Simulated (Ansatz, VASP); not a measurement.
# One calculation of TiPt3, two programs

Contents of INCAR:

```
ALGO = Normal
EDIFF = 1E-6
ENCUT = 520
GGA = PS
ISIF = 2
ISMEAR = -1
LASPH = True
LCHARG = False
LREAL = False
LWAVE = False
NBANDS = 29
NELM = 80
PREC = Accurate
SIGMA = 0.1
```

File KPOINTS:

```
k-points
0
Gamma
  4 4 4
```

POSCAR

```
TiPt3
1.0
    3.8970000000      0.0000000000      0.0000000000
    0.0000000000      3.8970000000      0.0000000000
    0.0000000000      0.0000000000      3.8970000000
Ti Pt
1 3
Direct
    0.0000000000      0.0000000000      0.0200000000
    0.0000000000      0.5000000000      0.5000000000
    0.5000000000      0.0000000000      0.5000000000
    0.5000000000      0.5000000000      0.0000000000
```

Input for Ansatz:

```yaml
crystal:
  lattice:
    - [3.897, 0.0, 0.0]
    - [0.0, 3.897, 0.0]
    - [0.0, 0.0, 3.897]
  atoms:
    - { symbol: Ti, position: [0.0, 0.0, 0.02] }
    - { symbol: Pt, position: [0.0, 0.5, 0.5] }
    - { symbol: Pt, position: [0.5, 0.0, 0.5] }
    - { symbol: Pt, position: [0.5, 0.5, 0.0] }
kpoints:
  mp_grid:
    grid: [4, 4, 4]
hamiltonian:
  xc: pbesol
scf:
  occupations:
    method: fermi_dirac
    width: 0.1
output:
  forces: true
```

Alike in both runs: task single point; functional PBEsol; k mesh 4 × 4 × 4; occupations fermi-dirac, width 0.1 eV; no spin polarisation.

|  | VASP | Ansatz |
| --- | --- | --- |
| version | VASP 6.6.1 | Ansatz 0.2.0 |
| potentials or method | VASP PAW PBE potentials, release 64 (Ti_sv, Pt) | plane waves, PAW |
| plane-wave cutoff (eV) | 520 | 420 |
| valence electrons in the cell | 42 | 66 |

Ansatz gave:

- rms of the force components (eV/Å): 0.138

Task: What did VASP give for the same quantities?

Result: rms of the force components (eV/Å): 0.139.

VASP's potentials were made for PBE, not for PBEsol. Atom by atom the forces differ by 0.001 eV/Å (rms over components). VASP's potentials hold 42 valence electrons a cell and Ansatz's 66, so a difference there can come from the potentials and not from the codes.

The k mesh is coarse, so the values compare programs but aren't converged. Spin-orbit coupling is off throughout.
